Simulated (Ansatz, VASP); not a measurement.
**Two plane-wave programs on P2Au2O7**

```xyz
11
Lattice="3.5531 4.2250 0.0000 3.5531 -4.2250 0.0000 1.5389 0.0000 -4.5077" Properties=species:S:1:pos:R:3 pbc="T T T"
P     1.5557    0.0000   -0.3980
P     7.0895    0.0000   -4.1097
O     0.0000    0.0000    0.0000
O     1.8629    1.2954   -1.2207
O     6.7823    1.2954   -3.2870
O     6.7823   -1.2954   -3.2870
O     1.8629   -1.2954   -1.2207
O     3.8776    0.0000   -3.5336
O     4.7676    0.0000   -0.9741
Au    4.3226   -1.5869   -2.2539
Au    4.3226    1.5869   -2.2539
```

Alike in both runs: task single point; functional r2SCAN; k mesh 4 × 4 × 6; occupations fermi-dirac, width 0.0131 eV; no spin polarisation.

|  | VASP | Ansatz |
| --- | --- | --- |
| version | VASP 6.6.1 | Ansatz 0.2.0 |
| potentials or method | VASP PAW PBE potentials, release 64 (P, O, Au), cutoff 520 eV | PAW plane waves |
| valence electrons in the cell | 74 | 90 |

Ansatz gave:

- pressure (GPa): 4.1
- traceless stress, the component that is largest in VASP (GPa): 4.50
- rms of the force components (eV/Å): 1.425

Problem. What did VASP give for the same quantities?

Solution. Pressure (GPa): 3.6; traceless stress, the component that is largest in VASP (GPa): 4.68; rms of the force components (eV/Å): 1.464.

VASP's potentials were made for PBE, not for r2SCAN. Atom by atom the forces differ by 0.046 eV/Å (rms over components). With one functional, cell and mesh, what is left measures potentials, basis and numerics. VASP's potentials hold 74 valence electrons a cell and Ansatz's 90, so a difference there can come from the potentials and not from the codes.

Spin-orbit coupling is off throughout.
